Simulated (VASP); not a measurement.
# Hg (Fm-3m) in VASP: single point with LDA

Aim: the single point of Hg with LDA.

Program: VASP 6.6.1. These are calculated values, not measurements. Logs are shortened: lines on timing, memory, paths and dates and some standing lists are left out, and cuts for length are marked.

### 1 The cell of the first run

Symmetry: Fm-3m, No. 225, cubic system. The conventional cell has a = 4.449 Å, b = 4.449 Å, c = 4.449 Å, α = 90.00°, β = 90.00°, γ = 90.00°. Hg (site symmetry m-3m) has 12 Hg at 3.15 Å within 4.1 Å.

### 2 Single point, LDA

The input, INCAR:

```
ALGO = Normal
EDIFF = 1E-6
ENCUT = 500
GGA_COMPAT = False
ISIF = 2
ISMEAR = -1
LASPH = True
LCHARG = False
LREAL = False
LWAVE = False
NBANDS = 12
NELM = 120
PREC = Accurate
SIGMA = 0.13605693000000002
```

The input, KPOINTS:

```
k-points
0
Gamma
  13 13 13
```

The input, POSCAR:

```
Hg
1.0
    0.0000000000      2.2244517439      2.2244517439
    2.2244517439      0.0000000000      2.2244517439
    2.2244517439      2.2244517439      0.0000000000
Hg
1
Direct
    0.0000000000      0.0000000000      0.0000000000
```

Potentials or basis: VASP PAW LDA potentials, release 64 (Hg).

Command:

```
$ cat potpaw_LDA.64/Hg/POTCAR > POTCAR
$ mpirun -np 1 vasp_std > vasp.out
```

OUTCAR:

```text
EDIFF = 1E-6
   ENCUT = 500
   ISIF = 2
   ISMEAR = -1
   LASPH = True
   LREAL = False
   NELM = 120
   PREC = Accurate

 ion  position               nearest neighbor table
   1  0.000  0.000  0.000-

  LATTYP: Found a face centered cubic cell.
 ALAT       =     4.4489034878

  Lattice vectors:

 A1 = (   0.0000000000,   2.2244517439,   2.2244517439)
 A2 = (   2.2244517439,   0.0000000000,   2.2244517439)
 A3 = (   2.2244517439,   2.2244517439,   0.0000000000)

Analysis of symmetry for initial positions (statically):
=====================================================================
 Subroutine PRICEL returns:
 Original cell was already a primitive cell.

 Routine SETGRP: Setting up the symmetry group for a
 face centered cubic supercell.

 Subroutine GETGRP returns: Found 48 space group operations
 (whereof 48 operations were pure point group operations)
 out of a pool of 48 trial point group operations.

The static configuration has the point symmetry O_h .

Analysis of symmetry for dynamics (positions and initial velocities):
=====================================================================
 Subroutine PRICEL returns:
 Original cell was already a primitive cell.

 Routine SETGRP: Setting up the symmetry group for a
 face centered cubic supercell.

 Subroutine GETGRP returns: Found 48 space group operations
 (whereof 48 operations were pure point group operations)
 out of a pool of 48 trial point group operations.

The dynamic configuration has the point symmetry O_h .

 Subroutine INISYM returns: Found 48 space group operations
 (whereof 48 operations are pure point group operations),
 and found     1 'primitive' translations

----------------------------------------------------------------------------------------

                                     Primitive cell

  volume of cell :      22.0140

  direct lattice vectors                    reciprocal lattice vectors
     0.000000000  2.224451744  2.224451744    -0.224774487  0.224774487  0.224774487
     2.224451744  0.000000000  2.224451744     0.224774487 -0.224774487  0.224774487
     2.224451744  2.224451744  0.000000000     0.224774487  0.224774487 -0.224774487

  length of vectors
     3.145849825  3.145849825  3.145849825     0.389320832  0.389320832  0.389320832

  position of ions in fractional coordinates (direct lattice)
     0.000000000  0.000000000  0.000000000

  ion indices of the primitive-cell ions
[... 79 lines left out ...]
   NFREE  =      0    steps in history (QN), initial steepest desc. (CG)
   ISIF   =      2    stress and relaxation
   ISYM   =      2    0-nonsym 1-usesym 2-fastsym
   POTIM  = 0.5000    time-step for ionic-motion
   TEBEG  =    0.0;   TEEND  =   0.0 temperature during run
   PSTRESS=    0.0 pullay stress
   NELECT =      12.0000    total number of electrons
   NUPDOWN=      -1.0000    fix difference up-down
   EMIN   =  10.00;   EMAX   =-10.00  energy-range for DOS
   EFERMI =   0.00;   METHOD = LEGACY
   ISMEAR =    -1;   SIGMA  =   0.14  broadening in eV -4-tet -1-fermi 0-gaus
   EFERMI_NEDOS =   21; number of points for ismear=-14 and -15
   IALGO  =     38    algorithm
   IMIX   =      4    mixing-type and parameters
     AMIX     =   0.40;   BMIX     =  1.00
     AMIX_MAG =   1.60;   BMIX_MAG =  1.00
  volume/ion in A,a.u.               =      22.01       148.56
  Fermi-wavevector in a.u.,A,eV,Ry     =   1.337321  2.527170 24.333025  1.788427
  Thomas-Fermi vector in A             =   2.465879
   LORBIT       =      0    0 simple, 1 ext, 2 COOP (PROOUT), +10 PAW based schemes
   GGA     = CA    functional components
   LHFCALC =     F    Hartree Fock is set to
   AEXX    =    0.0000 exact exchange contribution
   IVDW    =     0    specifies the selected vdW correction
   LEPSILON=     F    determine dielectric tensor
   LRPA    =     F    only Hartree local field effects (RPA)
 non-spin polarized calculation
  energy-cutoff  :      500.00
  volume of cell :       22.01
 maximum number of plane-waves:       571
   NGX = 11   NGY = 11   NGZ = 11

 number of electron      11.9999999 magnetization

 Free energy of the ion-electron system (eV)
  ---------------------------------------------------
  ext. energy  EPLUGINS =         0.00000000
  ---------------------------------------------------
  free energy    TOTEN  =        -0.95019776 eV

  energy without entropy =       -0.92952545  energy(sigma->0) =       -0.93986160

 E-fermi :   3.0330     XC(G=0): -11.5698

 val. band max:        2.9902484751   @ k =  -0.4615   0.1538   0.0769
 cond. band min:       3.0500904938   @ k =  -0.3846   0.2308   0.0769
 fundamental gap:      0.0598420186
 Fermi energy:         3.0329696933

 k-point     1 :       0.0000    0.0000    0.0000
  band No.  band energies     occupation
      1      -6.5866      2.00000
      2      -4.1365      2.00000
      3      -4.1365      2.00000
      4      -4.1365      2.00000
      5      -3.3870      2.00000
      6      -3.3870      2.00000
      7      16.7962      0.00000
      8      18.3817      0.00000
      9      18.3817      0.00000
     10      18.3817      0.00000
     11      22.6241      0.00000
     12      24.0079      0.00000
[... 331 lines left out ...]
 k-point    24 :       0.4615    0.1538    0.0000
  band No.  band energies     occupation
      1      -4.9990      2.00000
      2      -4.2147      2.00000
      3      -3.8434      2.00000
      4      -3.5417      2.00000
      5      -2.7494      2.00000
      6      -0.2280      2.00000
      7       4.6665      0.00001
      8      13.2737      0.00000
      9      14.0978      0.00000
     10      16.0372      0.00000
     11      23.5152      0.00000
     12      23.8142      0.00000

 [... further k-points ...]

------------------------ aborting loop because EDIFF is reached ----------------------------------------

  FORCE on cell =-STRESS in cart. coord.  units (eV):
  Direction    XX          YY          ZZ          XY          YZ          ZX
  --------------------------------------------------------------------------------------
  -------------------------------------------------------------------------------------
  Total        0.0637974      0.0637974      0.0637974      0.0000000     -0.0000000      0.0000000
  in kB        4.6431694      4.6431694      4.6431694      0.0000000     -0.0000000      0.0000000
  external PRESSURE =       4.6431694 kB  Pullay stress =       0.0000000 kB

 VOLUME and BASIS-vectors are now :
 -----------------------------------------------------------------------------
  energy-cutoff  :      500.00
  volume of cell :       22.01
      direct lattice vectors                 reciprocal lattice vectors
     0.000000000  2.224451744  2.224451744    -0.224774487  0.224774487  0.224774487
     2.224451744  0.000000000  2.224451744     0.224774487 -0.224774487  0.224774487
     2.224451744  2.224451744  0.000000000     0.224774487  0.224774487 -0.224774487

 POSITION                                       TOTAL-FORCE (eV/Angst)
 -----------------------------------------------------------------------------------
      0.00000      0.00000      0.00000         0.000000      0.000000      0.000000
 -----------------------------------------------------------------------------------
    total drift:                               -0.000000      0.000000      0.000000

  FREE ENERGIE OF THE ION-ELECTRON SYSTEM (eV)
  ---------------------------------------------------
  free  energy   TOTEN  =        -0.9501977571 eV

  energy  without entropy=       -0.9295254510  energy(sigma->0) =       -0.93986160
```

OSZICAR:

```text
N       E                     dE             d eps       ncg     rms          rms(c)
DAV:   1     0.695158283748E+02    0.69516E+02   -0.65115E+03  2160   0.939E+02
DAV:   2     0.142718074849E+00   -0.69373E+02   -0.64351E+02  2204   0.222E+02
DAV:   3    -0.101152411482E+01   -0.11542E+01   -0.11535E+01  2408   0.323E+01
DAV:   4    -0.101254712021E+01   -0.10230E-02   -0.10230E-02  2280   0.996E-01
DAV:   5    -0.101254842107E+01   -0.13009E-05   -0.13005E-05  2436   0.350E-02    0.468E+00
DAV:   6    -0.957636321220E+00    0.54912E-01   -0.12147E-01  2344   0.398E+00    0.337E+00
DAV:   7    -0.950993217607E+00    0.66431E-02   -0.15671E-02  2388   0.118E+00    0.139E+00
DAV:   8    -0.950193548259E+00    0.79967E-03   -0.14081E-03  2176   0.533E-01    0.534E-02
DAV:   9    -0.950196878652E+00   -0.33304E-05   -0.25246E-06  2256   0.188E-02    0.126E-02
DAV:  10    -0.950197757061E+00   -0.87841E-06   -0.10090E-06  2092   0.127E-02
   1 F= -.95019776E+00 E0= -.93986160E+00  d E =-.206723E-01
```

stdout:

```text
POSCAR found type information on POSCAR Hg
 POSCAR found :  1 types and       1 ions
 scaLAPACK will be used
 LDA part: xc-table for (Slater(with rela. corr.)+CA(PZ))
 , standard interpolation
 POSCAR, INCAR and KPOINTS ok, starting setup
 FFT: planning ... GRIDC
 FFT: planning ... GRID_SOFT
 FFT: planning ... GRID
 WAVECAR not read
 entering main loop
```

It took 7.6 s on 1 thread of AMD EPYC 9R45 (Zen 5), shared host; peak memory 0.11 GiB.

Results:

```
Free energy            : -0.9502 eV
Pressure               : 0.5 GPa
Band gap on the k mesh : zero (band 6 reaches 3.68 eV, above the bottom of band 7 at 1.96 eV)
```

Levels at points of the mesh, in eV from the Fermi level:
```csv
k point,band 3,band 4,band 5,band 6,band 7,band 8,band 9,band 10
"(0.00, 0.00, 0.00)",-7.17,-7.17,-6.42,-6.42,13.76,15.35,15.35,15.35
```

Caveat: spin-orbit coupling is left out, which moves the levels of the heavy elements.
